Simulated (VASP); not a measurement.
# Sn in VASP: single point with PBEsol

Aim: the single point of Sn with PBEsol.

Program: VASP 6.6.1. These are calculated values, not measurements. Logs are shortened: lines on timing, memory, paths and dates and some standing lists are left out, and cuts for length are marked.

### Step 1. The cell of the first run

The cell holds a slab with vacuum, 4 atoms: a = 4.623 Å, b = 4.623 Å, c = 20.904 Å, α = 90.00°, β = 90.00°, γ = 90.00°.

### Step 2. Single point, PBEsol

Input file INCAR:

```
SYSTEM = Sn
PREC = Accurate
ENCUT = 400
EDIFF = 1E-6
ISMEAR = -1
SIGMA = 0.02
LREAL = .FALSE.
LASPH = .TRUE.
NELM = 120
ALGO = Normal
ISIF = 2
LWAVE = .FALSE.
LCHARG = .FALSE.
LDIPOL = .TRUE.
IDIPOL = 3
DIPOL = 0.5 0.5 0.500
GGA = PS
NBANDS = 36
ISYM = 0
GGA_COMPAT = .FALSE.
NELMDL = -8
```

Input file KPOINTS:

```
regular mesh
0
G
  7 7 1
  0 0 0
```

Input file POSCAR:

```
Sn
1.0
    4.6230980629      0.0000000000      0.0000000000
    0.0000000000      4.6230980629      0.0000000000
    0.0000000000      0.0000000000     20.9035000000
Sn
4
Direct
    0.0000000000      0.2500000000      0.3827101685
    0.5000000000      0.2500000000      0.4609033895
    0.5000000000      0.7500000000      0.5390966105
    0.0000000000      0.7500000000      0.6172898315
```

Potentials or basis: VASP PAW PBE potentials, release 64 (Sn_d).

Command:

```bash
cat potpaw_PBE.64/Sn_d/POTCAR > POTCAR
mpirun -np 1 vasp_std > vasp.out
```

OUTCAR:

```text
SYSTEM = Sn
   PREC = Accurate
   ENCUT = 400
   EDIFF = 1E-6
   ISMEAR = -1
   LREAL = .FALSE.
   LASPH = .TRUE.
   NELM = 120
   ISIF = 2
   GGA = PS
   ISYM = 0
   NELMDL = -8

 ion  position               nearest neighbor table
   1  0.000  0.250  0.383-   2 2.83   2 2.83
   2  0.500  0.250  0.461-   1 2.83   1 2.83   3 2.83   3 2.83
   3  0.500  0.750  0.539-   4 2.83   4 2.83   2 2.83   2 2.83
   4  0.000  0.750  0.617-   3 2.83   3 2.83

IMPORTANT INFORMATION: All symmetrisations will be switched off!
NOSYMM: (Re-)initialisation of all symmetry stuff for point group C_1.

----------------------------------------------------------------------------------------

                                     Primitive cell

  volume of cell :     446.7713

  direct lattice vectors                    reciprocal lattice vectors
     4.623098063  0.000000000  0.000000000     0.216305167  0.000000000  0.000000000
     0.000000000  4.623098063  0.000000000     0.000000000  0.216305167  0.000000000
     0.000000000  0.000000000 20.903500000     0.000000000  0.000000000  0.047838879

  length of vectors
     4.623098063  4.623098063 20.903500000     0.216305167  0.216305167  0.047838879

  position of ions in fractional coordinates (direct lattice)
     0.000000000  0.250000000  0.382710168
     0.500000000  0.250000000  0.460903389
     0.500000000  0.750000000  0.539096611
     0.000000000  0.750000000  0.617289832

  ion indices of the primitive-cell ions
   primitive index   ion index
                 1           1
                 2           2
                 3           3
                 4           4

----------------------------------------------------------------------------------------

 KPOINTS: regular mesh

Automatic generation of k-mesh.
 Grid dimensions read from file:
 generate k-points for:    7    7    1

 Generating k-lattice:

  Cartesian coordinates                     Fractional coordinates (reciprocal lattice)
     0.030900738  0.000000000  0.000000000     0.142857143  0.000000000  0.000000000
     0.000000000  0.030900738  0.000000000     0.000000000  0.142857143  0.000000000
     0.000000000  0.000000000  0.047838879     0.000000000  0.000000000  1.000000000

  Length of vectors
     0.030900738  0.030900738  0.047838879

  Shift w.r.t. Gamma in fractional coordinates (k-lattice)
     0.000000000  0.000000000  0.000000000

 Subroutine IBZKPT returns following result:
 ===========================================

 Found     25 irreducible k-points:

 Following reciprocal coordinates:
            Coordinates               Weight
  0.000000  0.000000  0.000000      1.000000
  0.142857  0.000000  0.000000      2.000000
  0.000000  0.142857  0.000000      2.000000
  0.285714  0.000000  0.000000      2.000000
  0.000000  0.285714  0.000000      2.000000
  0.428571  0.000000  0.000000      2.000000
[... 16 lines left out ...]
  0.285714  0.428571  0.000000      2.000000
  0.428571  0.428571  0.000000      2.000000
   k-points           NKPTS =     25   k-points in BZ     NKDIM =     25   number of bands    NBANDS=     36
   number of dos      NEDOS =    301   number of ions     NIONS =      4
   total plane-waves  NPLWV = 126000
   dimension x,y,z NGX =    30 NGY =   30 NGZ =  140
   dimension x,y,z NGXF=    60 NGYF=   60 NGZF=  280
   ions per type =               4
   NGX,Y,Z   is equivalent  to a cutoff of  10.79, 10.79, 11.13 a.u.
   NGXF,Y,Z  is equivalent  to a cutoff of  21.58, 21.58, 22.27 a.u.
 SYSTEM =  Sn
   PREC   = accura    normal or accurate (medium, high low for compatibility)
   ISTART =      0    job   : 0-new  1-cont  2-samecut
   ICHARG =      2    charge: 1-file 2-atom 10-const
   ISPIN  =      1    spin polarized calculation?
   LNONCOLLINEAR =      F non collinear calculations
   LSORBIT =      F    spin-orbit coupling
   LASPH  =      T    aspherical Exc in radial PAW
   ENCUT  =  400.0 eV  29.40 Ry    5.42 a.u.   7.54  7.54 34.09*2*pi/ulx,y,z
   NELM   =    120;   NELMIN=  2; NELMDL= -8     # of ELM steps
   EDIFF  = 0.1E-05   stopping-criterion for ELM
   LREAL  =      F    real-space projection
   EDIFFG = 0.1E-04   stopping-criterion for IOM
   NSW    =      0    number of steps for IOM
   IBRION =     -1    ionic relax: 0-MD 1-quasi-New 2-CG
   NFREE  =      0    steps in history (QN), initial steepest desc. (CG)
   ISIF   =      2    stress and relaxation
   ISYM   =      0    0-nonsym 1-usesym 2-fastsym
   POTIM  = 0.5000    time-step for ionic-motion
   TEBEG  =    0.0;   TEEND  =   0.0 temperature during run
   PSTRESS=    0.0 pullay stress
   NELECT =      56.0000    total number of electrons
   NUPDOWN=      -1.0000    fix difference up-down
   EMIN   =  10.00;   EMAX   =-10.00  energy-range for DOS
   EFERMI =   0.00;   METHOD = LEGACY
   ISMEAR =    -1;   SIGMA  =   0.02  broadening in eV -4-tet -1-fermi 0-gaus
   EFERMI_NEDOS =   21; number of points for ismear=-14 and -15
   IALGO  =     38    algorithm
   IMIX   =      4    mixing-type and parameters
     AMIX     =   0.40;   BMIX     =  1.00
     AMIX_MAG =   1.60;   BMIX_MAG =  1.00
  volume/ion in A,a.u.               =     111.69       753.74
  Fermi-wavevector in a.u.,A,eV,Ry     =   0.819299  1.548251  9.132923  0.671251
  Thomas-Fermi vector in A             =   1.930079
   LORBIT       =      0    0 simple, 1 ext, 2 COOP (PROOUT), +10 PAW based schemes
   GGA     = PS    functional components
   LHFCALC =     F    Hartree Fock is set to
   AEXX    =    0.0000 exact exchange contribution
   IVDW    =     0    specifies the selected vdW correction
   LEPSILON=     F    determine dielectric tensor
   LRPA    =     F    only Hartree local field effects (RPA)
 non-spin polarized calculation
  energy-cutoff  :      400.00
  volume of cell :      446.77
 maximum number of plane-waves:      8153
 NGX is ok and might be reduce to    30
   NGX = 15   NGY = 15   NGZ = 69

 dipolmoment           0.000000      0.000000      0.000001 electrons x Angstroem

 number of electron      56.0000056 magnetization

 dipolmoment           0.000000      0.000000     -0.000000 electrons x Angstroem

 Free energy of the ion-electron system (eV)
  ---------------------------------------------------
  ext. energy  EPLUGINS =         0.00000000
  ---------------------------------------------------
  free energy    TOTEN  =       -14.34427404 eV

  energy without entropy =      -14.33851799  energy(sigma->0) =      -14.34139601

 E-fermi :  -1.6254     XC(G=0):  -3.5757

 val. band max:       -1.6443788556   @ k =  -0.2857   0.4286   0.0000
 cond. band min:      -1.5147403687   @ k =  -0.4286   0.4286   0.0000
 fundamental gap:      0.1296384869
 Fermi energy:        -1.6253875165

 k-point     1 :       0.0000    0.0000    0.0000
  band No.  band energies     occupation
      1     -22.7945      2.00000
      2     -22.7852      2.00000
      3     -22.7588      2.00000
      4     -22.7524      2.00000
      5     -22.7421      2.00000
      6     -22.7161      2.00000
[... 28 lines left out ...]
     35       2.6322      0.00000
     36       2.9252      0.00000

 k-point     2 :       0.1429    0.0000    0.0000
  band No.  band energies     occupation
      1     -22.7981      2.00000
      2     -22.7913      2.00000
      3     -22.7603      2.00000
      4     -22.7587      2.00000
      5     -22.7339      2.00000
      6     -22.7171      2.00000
[... 28 lines left out ...]
     35       2.9607      0.00000
     36       2.9759      0.00000

 k-point     3 :       0.0000    0.1429    0.0000
  band No.  band energies     occupation
      1     -22.7940      2.00000
      2     -22.7919      2.00000
      3     -22.7587      2.00000
      4     -22.7444      2.00000
      5     -22.7436      2.00000
      6     -22.7148      2.00000
[... 28 lines left out ...]
     35       2.7321      0.00000
     36       3.0824      0.00000

 k-point     4 :       0.2857    0.0000    0.0000
  band No.  band energies     occupation
      1     -22.8070      2.00000
      2     -22.7997      2.00000
      3     -22.7695      2.00000
      4     -22.7545      2.00000
      5     -22.7189      2.00000
      6     -22.7147      2.00000
[... 28 lines left out ...]
     35       2.9464      0.00000
     36       3.3011      0.00000

 k-point     5 :       0.0000    0.2857    0.0000
  band No.  band energies     occupation
      1     -22.7978      2.00000
      2     -22.7935      2.00000
      3     -22.7582      2.00000
      4     -22.7492      2.00000
      5     -22.7284      2.00000
      6     -22.7123      2.00000
[... 655 lines left out ...]
 k-point    22 :      -0.4286    0.2857    0.0000
  band No.  band energies     occupation
      1     -22.8100      2.00000
      2     -22.8047      2.00000
      3     -22.7787      2.00000
      4     -22.7494      2.00000
      5     -22.7194      2.00000
      6     -22.7139      2.00000
[... 28 lines left out ...]
     35       3.6143      0.00000
     36       4.0568      0.00000

 k-point    23 :       0.2857    0.4286    0.0000
  band No.  band energies     occupation
      1     -22.8035      2.00000
      2     -22.8033      2.00000
      3     -22.7654      2.00000
      4     -22.7595      2.00000
      5     -22.7187      2.00000
      6     -22.7154      2.00000
[... 28 lines left out ...]
     35       3.4811      0.00000
     36       3.7776      0.00000

 k-point    24 :       0.4286    0.4286    0.0000
  band No.  band energies     occupation
      1     -22.8076      2.00000
      2     -22.8058      2.00000
      3     -22.7705      2.00000
      4     -22.7586      2.00000
      5     -22.7180      2.00000
      6     -22.7160      2.00000
[... 28 lines left out ...]
     35       3.5300      0.00000
     36       3.9695      0.00000

 [... further k-points ...]

------------------------ aborting loop because EDIFF is reached ----------------------------------------

 vacuum level on the upper side and lower side of the slab       (xc-potential included)        -0.109        -0.109

  FORCE on cell =-STRESS in cart. coord.  units (eV):
  Direction    XX          YY          ZZ          XY          YZ          ZX
  --------------------------------------------------------------------------------------
  -------------------------------------------------------------------------------------
  Total       -0.5126038     -1.5412153      0.1644840      0.0000001     -0.0000001      0.0000001
  in kB       -1.8382611     -5.5269901      0.5898602      0.0000005     -0.0000005      0.0000002
  external PRESSURE =      -2.2584637 kB  Pullay stress =       0.0000000 kB

 VOLUME and BASIS-vectors are now :
 -----------------------------------------------------------------------------
  energy-cutoff  :      400.00
  volume of cell :      446.77
      direct lattice vectors                 reciprocal lattice vectors
     4.623098063  0.000000000  0.000000000     0.216305167  0.000000000  0.000000000
     0.000000000  4.623098063  0.000000000     0.000000000  0.216305167  0.000000000
     0.000000000  0.000000000 20.903500000     0.000000000  0.000000000  0.047838879

 POSITION                                       TOTAL-FORCE (eV/Angst)
 -----------------------------------------------------------------------------------
      0.00000      1.15577      7.99998        -0.000000     -0.000000      0.028901
      2.31155      1.15577      9.63449        -0.000000      0.000000     -0.219210
      2.31155      3.46732     11.26901         0.000000     -0.000000      0.219234
      0.00000      3.46732     12.90352        -0.000000      0.000000     -0.028925
 -----------------------------------------------------------------------------------
    total drift:                                0.000000     -0.000000      0.000041

  FREE ENERGIE OF THE ION-ELECTRON SYSTEM (eV)
  ---------------------------------------------------
  free  energy   TOTEN  =       -14.3442740378 eV

  energy  without entropy=      -14.3385179899  energy(sigma->0) =      -14.34139601

 vacuum level on the upper side and lower side of the slab         2.894         2.894
```

It took 6.4 min on 1 thread of Oxide Virtual Turin-like, shared host; peak memory 0.42 GiB.

Results:

```
Free energy            : -14.3443 eV
Largest force          : 0.219 eV/Å
Band gap on the k mesh : zero (bands 28 and 29 overlap by 0.66 eV)
```

Forces in eV/Å, atoms in the order of the input:
```
Sn   0.000  0.000  0.029
Sn   0.000  0.000 -0.219
Sn   0.000  0.000  0.219
Sn   0.000  0.000 -0.029
```

Caveat: the PAW data sets were made with another functional, which shifts forces and pressure a little; spin-orbit coupling is left out, which moves the levels of the heavy elements.

The gap in the log of VASP goes by the Fermi energy; the results here count the filled bands.